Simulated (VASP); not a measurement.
# TiN (Fm-3m) in VASP: a series of runs

The runs below take TiN through single point, relaxation of cell and atoms, with PBEsol.

Everything below comes from runs of VASP 6.6.1. Logs are shortened: lines on timing, memory, paths and dates and some standing lists are left out, and cuts for length are marked.

## 1. The cell of the first run

It takes space group Fm-3m (No. 225, cubic). The conventional cell has a = 4.205 Å, b = 4.205 Å, c = 4.205 Å, α = 90.00°, β = 90.00°, γ = 90.00°. Ti (site symmetry m-3m) has 6 N at 2.10 Å within 2.8 Å. N (site symmetry m-3m) has 6 Ti at 2.10 Å within 2.8 Å.

## 2. Single point, PBEsol

Input file INCAR:

```
ALGO = Normal ; EDIFF = 1E-6
ENCUT = 600 ; GGA = PS
GGA_COMPAT = F ; ISIF = 2
ISMEAR = 0 ; LASPH = T
LCHARG = F ; LREAL = F
LWAVE = F ; NBANDS = 16
NELM = 120 ; PREC = Accurate
SIGMA = 0.1
```

Input file KPOINTS:

```
k-points
0
Gamma
  8 8 8
```

Input file POSCAR:

```
TiN
1.0
    0.0000000000      2.1022541501      2.1022541501
    2.1022541501      0.0000000000      2.1022541501
    2.1022541501      2.1022541501      0.0000000000
Ti N
1 1
Direct
    0.0000000000      0.0000000000      0.0000000000
    0.5000000000      0.5000000000      0.5000000000
```

Potentials or basis: VASP PAW PBE potentials, release 64 (Ti_sv, N).

Command:

```sh
$ cat potpaw_PBE.64/Ti_sv/POTCAR potpaw_PBE.64/N/POTCAR > POTCAR
$ mpirun -np 1 vasp_std > vasp.out
```

OUTCAR:

```text
EDIFF = 1E-6
   ENCUT = 600
   GGA = PS
   ISIF = 2
   ISMEAR = 0
   LASPH = T
   LREAL = F
   NELM = 120
   PREC = Accurate

 ion  position               nearest neighbor table
   1  0.000  0.000  0.000-   2 2.10   2 2.10   2 2.10   2 2.10   2 2.10   2 2.10
   2  0.500  0.500  0.500-   1 2.10   1 2.10   1 2.10   1 2.10   1 2.10   1 2.10

  LATTYP: Found a face centered cubic cell.
 ALAT       =     4.2045083002

  Lattice vectors:

 A1 = (   0.0000000000,   2.1022541501,   2.1022541501)
 A2 = (   2.1022541501,   0.0000000000,   2.1022541501)
 A3 = (   2.1022541501,   2.1022541501,   0.0000000000)

Analysis of symmetry for initial positions (statically):
=====================================================================
 Subroutine PRICEL returns:
 Original cell was already a primitive cell.

 Routine SETGRP: Setting up the symmetry group for a
 face centered cubic supercell.

 Subroutine GETGRP returns: Found 48 space group operations
 (whereof 48 operations were pure point group operations)
 out of a pool of 48 trial point group operations.

The static configuration has the point symmetry O_h .

Analysis of symmetry for dynamics (positions and initial velocities):
=====================================================================
 Subroutine PRICEL returns:
 Original cell was already a primitive cell.

 Routine SETGRP: Setting up the symmetry group for a
 face centered cubic supercell.

 Subroutine GETGRP returns: Found 48 space group operations
 (whereof 48 operations were pure point group operations)
 out of a pool of 48 trial point group operations.

The dynamic configuration has the point symmetry O_h .

 Subroutine INISYM returns: Found 48 space group operations
 (whereof 48 operations are pure point group operations),
 and found     1 'primitive' translations

----------------------------------------------------------------------------------------

                                     Primitive cell

  volume of cell :      18.5817

  direct lattice vectors                    reciprocal lattice vectors
     0.000000000  2.102254150  2.102254150    -0.237839940  0.237839940  0.237839940
     2.102254150  0.000000000  2.102254150     0.237839940 -0.237839940  0.237839940
     2.102254150  2.102254150  0.000000000     0.237839940  0.237839940 -0.237839940

  length of vectors
     2.973036331  2.973036331  2.973036331     0.411950859  0.411950859  0.411950859

  position of ions in fractional coordinates (direct lattice)
     0.000000000  0.000000000  0.000000000
[... 73 lines left out ...]
   LNONCOLLINEAR =      F non collinear calculations
   LSORBIT =      F    spin-orbit coupling
   LASPH  =      T    aspherical Exc in radial PAW
   ENCUT  =  600.0 eV  44.10 Ry    6.64 a.u.   5.94  5.94  5.94*2*pi/ulx,y,z
   NELM   =    120;   NELMIN=  2; NELMDL= -5     # of ELM steps
   EDIFF  = 0.1E-05   stopping-criterion for ELM
   LREAL  =      F    real-space projection
   EDIFFG = 0.1E-04   stopping-criterion for IOM
   NSW    =      0    number of steps for IOM
   IBRION =     -1    ionic relax: 0-MD 1-quasi-New 2-CG
   NFREE  =      0    steps in history (QN), initial steepest desc. (CG)
   ISIF   =      2    stress and relaxation
   ISYM   =      2    0-nonsym 1-usesym 2-fastsym
   POTIM  = 0.5000    time-step for ionic-motion
   TEBEG  =    0.0;   TEEND  =   0.0 temperature during run
   PSTRESS=    0.0 pullay stress
   NELECT =      17.0000    total number of electrons
   NUPDOWN=      -1.0000    fix difference up-down
   EMIN   =  10.00;   EMAX   =-10.00  energy-range for DOS
   EFERMI =   0.00;   METHOD = LEGACY
   ISMEAR =     0;   SIGMA  =   0.10  broadening in eV -4-tet -1-fermi 0-gaus
   EFERMI_NEDOS =   21; number of points for ismear=-14 and -15
   IALGO  =     38    algorithm
   IMIX   =      4    mixing-type and parameters
     AMIX     =   0.40;   BMIX     =  1.00
     AMIX_MAG =   1.60;   BMIX_MAG =  1.00
  volume/ion in A,a.u.               =       9.29        62.70
  Fermi-wavevector in a.u.,A,eV,Ry     =   1.589264  3.003273 34.365032  2.525759
  Thomas-Fermi vector in A             =   2.688140
   LORBIT       =      0    0 simple, 1 ext, 2 COOP (PROOUT), +10 PAW based schemes
   GGA     = PS    functional components
   LHFCALC =     F    Hartree Fock is set to
   AEXX    =    0.0000 exact exchange contribution
   IVDW    =     0    specifies the selected vdW correction
   LEPSILON=     F    determine dielectric tensor
   LRPA    =     F    only Hartree local field effects (RPA)
 non-spin polarized calculation
 Gauss-broadening in eV      SIGMA  =   0.10
  energy-cutoff  :      600.00
  volume of cell :       18.58
 maximum number of plane-waves:       636
   NGX = 11   NGY = 11   NGZ = 11

 number of electron      16.9999998 magnetization

 Free energy of the ion-electron system (eV)
  ---------------------------------------------------
  ext. energy  EPLUGINS =         0.00000000
  ---------------------------------------------------
  free energy    TOTEN  =       -20.77233891 eV

  energy without entropy =      -20.76384862  energy(sigma->0) =      -20.76809376

 E-fermi :  11.6883     XC(G=0): -13.3691

 val. band max:       11.6837510527   @ k =   0.3750   0.1250   0.0000
 cond. band min:      11.7116064332   @ k =  -0.3750   0.3750   0.1250
 fundamental gap:      0.0278553805
 Fermi energy:        11.6882884617

 k-point     1 :       0.0000    0.0000    0.0000
  band No.  band energies     occupation
      1     -45.8865      2.00000
      2     -21.9469      2.00000
      3     -21.9469      2.00000
      4     -21.9469      2.00000
      5      -5.5363      2.00000
      6       9.6122      2.00000
[... 433 lines left out ...]
      3     -22.1884      2.00000
      4     -22.0694      2.00000
      5      -3.2630      2.00000
      6       4.3782      2.00000
[... 8 lines left out ...]
     15      24.7000      0.00000
     16      25.6736      0.00000

 [... further k-points ...]
[... 5 lines left out ...]
  --------------------------------------------------------------------------------------
  -------------------------------------------------------------------------------------
  Total        0.0494408      0.0494408      0.0494408     -0.0000000      0.0000000     -0.0000000
  in kB        4.2629477      4.2629477      4.2629477     -0.0000000      0.0000000     -0.0000000
  external PRESSURE =       4.2629477 kB  Pullay stress =       0.0000000 kB

 VOLUME and BASIS-vectors are now :
 -----------------------------------------------------------------------------
  energy-cutoff  :      600.00
  volume of cell :       18.58
      direct lattice vectors                 reciprocal lattice vectors
     0.000000000  2.102254150  2.102254150    -0.237839940  0.237839940  0.237839940
     2.102254150  0.000000000  2.102254150     0.237839940 -0.237839940  0.237839940
     2.102254150  2.102254150  0.000000000     0.237839940  0.237839940 -0.237839940

 POSITION                                       TOTAL-FORCE (eV/Angst)
 -----------------------------------------------------------------------------------
      0.00000      0.00000      0.00000         0.000000     -0.000000      0.000000
      2.10225      2.10225      2.10225         0.000000      0.000000     -0.000000
 -----------------------------------------------------------------------------------
    total drift:                                0.000000     -0.000000     -0.000000

  FREE ENERGIE OF THE ION-ELECTRON SYSTEM (eV)
  ---------------------------------------------------
  free  energy   TOTEN  =       -20.7723389054 eV

  energy  without entropy=      -20.7638486181  energy(sigma->0) =      -20.76809376
```

OSZICAR:

```text
N       E                     dE             d eps       ncg     rms          rms(c)
DAV:   1     0.138035627319E+03    0.13804E+03   -0.90665E+03   928   0.142E+03
DAV:   2    -0.171405199549E+02   -0.15518E+03   -0.14578E+03  1032   0.364E+02
DAV:   3    -0.255234254126E+02   -0.83829E+01   -0.83030E+01  1232   0.875E+01
DAV:   4    -0.257199473458E+02   -0.19652E+00   -0.19644E+00  1088   0.125E+01
DAV:   5    -0.257236380568E+02   -0.36907E-02   -0.36907E-02  1152   0.154E+00    0.190E+01
DAV:   6    -0.211338905493E+02    0.45897E+01   -0.12196E+01  1224   0.543E+01    0.690E+00
DAV:   7    -0.208129636932E+02    0.32093E+00   -0.13963E+00  1112   0.153E+01    0.524E+00
DAV:   8    -0.209902386353E+02   -0.17727E+00   -0.96456E-01  1216   0.145E+01    0.631E+00
DAV:   9    -0.207807243727E+02    0.20951E+00   -0.28544E-01  1072   0.863E+00    0.146E+00
DAV:  10    -0.207755079251E+02    0.52164E-02   -0.33076E-02  1144   0.209E+00    0.388E-01
DAV:  11    -0.207723712470E+02    0.31367E-02   -0.49212E-03  1328   0.787E-01    0.151E-01
DAV:  12    -0.207723869436E+02   -0.15697E-04   -0.44590E-04  1024   0.209E-01    0.820E-02
DAV:  13    -0.207723467797E+02    0.40164E-04   -0.17614E-04  1168   0.217E-01    0.205E-02
DAV:  14    -0.207723394272E+02    0.73525E-05   -0.11983E-05  1168   0.438E-02    0.948E-03
DAV:  15    -0.207723389054E+02    0.52182E-06   -0.25832E-06  1136   0.186E-02
   1 F= -.20772339E+02 E0= -.20768094E+02  d E =-.849029E-02
```

Wall time 18 s (1 thread of Intel Xeon 8259CL, shared host); peak memory 0.14 GiB.

What came out:

```yaml
Free_energy: -20.7723 eV
Pressure: 0.4 GPa
```

Levels at points of the mesh, in eV from the Fermi level:
| k point | band 7 | band 8 | band 9 | band 10 | band 11 | band 12 |
| --- | --- | --- | --- | --- | --- | --- |
| (0.00, 0.00, 0.00) | -2.08 | -2.08 | -0.66 | -0.66 | -0.66 | 0.59 |
| (0.50, 0.00, 0.00) | -5.65 | -5.65 | 1.77 | 1.77 | 2.47 | 5.98 |
| (0.50, 0.50, 0.00) | -3.28 | -3.28 | -3.24 | 1.71 | 2.51 | 2.51 |

Caveat: the PAW data sets were made with another functional, which shifts forces and pressure a little.

## 3. Relaxation of cell and atoms, PBEsol

This run uses another cell than the first one, of 10.07 Å³/atom, 1.083 times its volume.

Input file INCAR:

```
SYSTEM = TiN
PREC     = Accurate       ! precision mode
ENCUT    = 600            ! plane-wave cutoff, eV
EDIFF    = 1E-7           ! SCF threshold, eV
ISMEAR   = 0              ! smearing method
SIGMA    = 0.1            ! smearing width, eV
LREAL    = .False.        ! projectors in reciprocal space
LASPH    = .True.         ! aspherical terms in the spheres
NELM     = 120            ! most SCF steps
ALGO     = Normal         ! electronic algorithm
ISIF     = 3              ! what is computed and relaxed
LWAVE    = .False.        ! write WAVECAR
LCHARG   = .False.        ! write CHGCAR
GGA      = PS             ! functional
IBRION   = 2              ! ionic algorithm
NSW      = 80             ! ionic steps
EDIFFG   = -0.05          ! ionic threshold
GGA_COMPAT= .False.      
NELMIN   = 4
```

Input file KPOINTS:

```
Automatic mesh
0
Gamma
  8 8 8
  0 0 0
```

Input file POSCAR:

```
TiN
1.0
    0.0000000000      2.1591444481      2.1591444481
    2.1591444481      0.0000000000      2.1591444481
    2.1591444481      2.1591444481      0.0000000000
Ti N
1 1
Direct
    0.0000000000      0.0000000000      0.0000000000
    0.5000000000      0.5000000000      0.5000000000
```

Potentials or basis: VASP PAW PBE potentials, release 64 (Ti_sv, N).

Command:

```sh
$ cat potpaw_PBE.64/Ti_sv/POTCAR potpaw_PBE.64/N/POTCAR > POTCAR
$ mpirun -np 1 vasp_std > vasp.out
```

OUTCAR:

```text
SYSTEM = TiN
   PREC = Accurate
   ENCUT = 600
   EDIFF = 1E-7
   ISMEAR = 0
   LREAL = .False.
   LASPH = .True.
   NELM = 120
   ISIF = 3
   GGA = PS
   IBRION = 2
   NSW = 80
   EDIFFG = -0.05
   NELMIN = 4

 ion  position               nearest neighbor table
   1  0.000  0.000  0.000-   2 2.16   2 2.16   2 2.16   2 2.16   2 2.16   2 2.16
   2  0.500  0.500  0.500-   1 2.16   1 2.16   1 2.16   1 2.16   1 2.16   1 2.16

  LATTYP: Found a face centered cubic cell.
 ALAT       =     4.3182888962

  Lattice vectors:

 A1 = (   0.0000000000,   2.1591444481,   2.1591444481)
 A2 = (   2.1591444481,   0.0000000000,   2.1591444481)
 A3 = (   2.1591444481,   2.1591444481,   0.0000000000)

Analysis of symmetry for initial positions (statically):
=====================================================================
 Subroutine PRICEL returns:
 Original cell was already a primitive cell.

 Routine SETGRP: Setting up the symmetry group for a
 face centered cubic supercell.

 Subroutine GETGRP returns: Found 48 space group operations
 (whereof 48 operations were pure point group operations)
 out of a pool of 48 trial point group operations.

The static configuration has the point symmetry O_h .

[... 170 lines left out ...]
  in kB     -198.6880105   -198.6880105   -198.6880105      0.0000000     -0.0000000      0.0000000
  external PRESSURE =    -198.6880105 kB  Pullay stress =       0.0000000 kB
[... 59 lines left out ...]
--------------------------------------- Ionic step        3  -------------------------------------------

 number of electron      16.9999999 magnetization

 Free energy of the ion-electron system (eV)
  ---------------------------------------------------
  ext. energy  EPLUGINS =         0.00000000
  ---------------------------------------------------
  free energy    TOTEN  =       -20.77565170 eV

  energy without entropy =      -20.76715600  energy(sigma->0) =      -20.77140385

 E-fermi :  11.6393     XC(G=0): -13.3495

 val. band max:       11.6349522001   @ k =   0.3750   0.1250   0.0000
 cond. band min:      11.6625087246   @ k =  -0.3750   0.3750   0.1250
 fundamental gap:      0.0275565246
 Fermi energy:        11.6392857654

 k-point     1 :       0.0000    0.0000    0.0000
  band No.  band energies     occupation
      1     -45.9405      2.00000
      2     -22.0037      2.00000
      3     -22.0037      2.00000
      4     -22.0037      2.00000
      5      -5.5632      2.00000
      6       9.5681      2.00000
      7       9.5681      2.00000
      8       9.5681      2.00000
      9      10.9788      2.00000
     10      10.9788      2.00000
     11      10.9788      2.00000
     12      12.2234      0.00000
[... 331 lines left out ...]
 k-point    24 :      -0.3750    0.2500    0.1250
  band No.  band energies     occupation
      1     -45.8123      2.00000
      2     -22.6035      2.00000
      3     -22.2423      2.00000
      4     -22.1248      2.00000
      5      -3.3008      2.00000
      6       4.3477      2.00000
      7       6.0561      2.00000
      8       6.3796      2.00000
      9      12.7117      0.00000
     10      13.0651      0.00000
     11      13.9812      0.00000
     12      16.0602      0.00000

 [... further k-points ...]
[... 5 lines left out ...]
  --------------------------------------------------------------------------------------
  -------------------------------------------------------------------------------------
  Total       -0.0724164     -0.0724164     -0.0724164     -0.0000000      0.0000000      0.0000000
  in kB       -6.2220608     -6.2220608     -6.2220608     -0.0000000      0.0000000      0.0000000
  external PRESSURE =      -6.2220608 kB  Pullay stress =       0.0000000 kB
[... 17 lines left out ...]
  FREE ENERGIE OF THE ION-ELECTRON SYSTEM (eV)
  ---------------------------------------------------
  free  energy   TOTEN  =       -20.7756517045 eV

  energy  without entropy=      -20.7671560037  energy(sigma->0) =      -20.77140385

 reached required accuracy - stopping structural energy minimisation
```

OSZICAR:

```text
N       E                     dE             d eps       ncg     rms          rms(c)
DAV:   1     0.150048565074E+03    0.15005E+03   -0.94768E+03   696   0.182E+03
DAV:   2    -0.114110394626E+02   -0.16146E+03   -0.15469E+03   728   0.436E+02
DAV:   3    -0.249767206665E+02   -0.13566E+02   -0.13172E+02   880   0.122E+02
[... 38 lines left out ...]
DAV:   9    -0.207756398851E+02   -0.14855E-04   -0.10166E-04   836   0.103E-01    0.304E-02
DAV:  10    -0.207756480727E+02   -0.81877E-05   -0.17116E-05   996   0.398E-02    0.121E-02
DAV:  11    -0.207756517391E+02   -0.36664E-05   -0.64450E-06   852   0.224E-02    0.261E-03
DAV:  12    -0.207756517341E+02    0.49938E-08   -0.12135E-06   904   0.723E-03    0.219E-03
DAV:  13    -0.207756517045E+02    0.29641E-07   -0.64361E-08   392   0.240E-03
   3 F= -.20775652E+02 E0= -.20771404E+02  d E =-.101288E+00
```

Wall time 40 s (1 thread of Intel Xeon 8259CL, shared host); peak memory 0.15 GiB.

Results:

| Item | Value |
| --- | --- |
| Free energy | -20.7757 eV |
| Relaxed volume | 9.32 Å³/atom |
| Relaxed cell | a = 2.977 Å, b = 2.977 Å, c = 2.977 Å, α = 60.00°, β = 60.00°, γ = 60.00° |
| Space group after relaxing (to 0.05 Å) | Fm-3m (No. 225) |
| Energy gained by relaxing | 50.6 meV/atom |
| Ionic steps | 3 |
| Pressure after relaxing | -0.6 GPa |

The path:
| step | energy change (eV) | largest force (eV/Å) | pressure (GPa) | volume (Å³) |
| --- | --- | --- | --- | --- |
| 1 | 0.0000 | 0.0000 | -19.87 | 20.13 |
| 2 | 0.1162 | 0.0000 | 40.32 | 16.71 |
| 3 | -0.1013 | 0.0000 | -0.62 | 18.65 |

Final structure:
```
Ti N
1.0
     0.00000    2.10472    2.10472
     2.10472    0.00000    2.10472
     2.10472    2.10472    0.00000
Ti N
1 1
Direct
  0.00000 0.00000 0.00000
  0.50000 0.50000 0.50000
```

Caveat: the PAW data sets were made with another functional, which shifts forces and pressure a little.

(Continued in part 2 of 2.)
